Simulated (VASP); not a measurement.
Hf: single point with r2SCAN

Crystal: Hf.

```
Hf
1.0
     2.86087    0.00000    0.00000
     0.00000    2.86087    0.00000
     0.00000    0.00000    2.86087
Hf
1
Cartesian
  0.0000 0.0000 0.0000
```

This isn't the form of Hf at room conditions, which is hcp.

```json
{
 "Program": "VASP 6.6.1",
 "Task": "single point",
 "Functional": "r2SCAN",
 "Potentials or basis": "VASP PAW PBE potentials, release 64 (Hf_pv)",
 "Cutoff": "520 eV",
 "k mesh": "12 × 12 × 12",
 "Occupations": "fermi-dirac, width 0.1 eV",
 "Spin": "no spin polarisation",
 "Dipole correction": "no",
 "Further INCAR settings": "ALGO = Normal; EDIFF = 1e-07; NBANDS = 11"
}
```

The pressure is 3.0 GPa and the band gap on the k mesh is zero (bands 5 and 6 overlap by 2.64 eV).

Levels at points of the mesh, in eV from the Fermi level:
```csv
k point,band 1,band 2,band 3,band 4,band 5,band 6,band 7,band 8,band 9,band 10
"(0.00, 0.00, 0.00)",-30.93,-30.93,-30.93,-7.02,-1.67,-1.67,7.26,7.26,7.26,12.08
"(0.50, 0.00, 0.00)",-32.07,-30.83,-30.83,-3.27,-0.65,-0.28,3.49,3.49,7.66,10.63
"(0.50, 0.50, 0.00)",-31.91,-31.91,-30.73,-3.22,-0.59,4.31,4.31,4.83,4.83,9.51
"(0.50, 0.50, 0.50)",-31.76,-31.76,-31.76,-1.40,-1.40,-1.40,7.17,9.78,9.78,11.03
```

Wall time 47 s on 1 thread of Intel(R) Xeon(R) Platinum 8259CL CPU @ 2.50GHz (Skylake/Cascade Lake), on a shared host, peak memory 0.15 GiB.

Caveat: the cell stands under pressure; the PAW data sets were made with another functional, which shifts forces and pressure a little; spin-orbit coupling is left out, which moves the levels of the heavy elements.
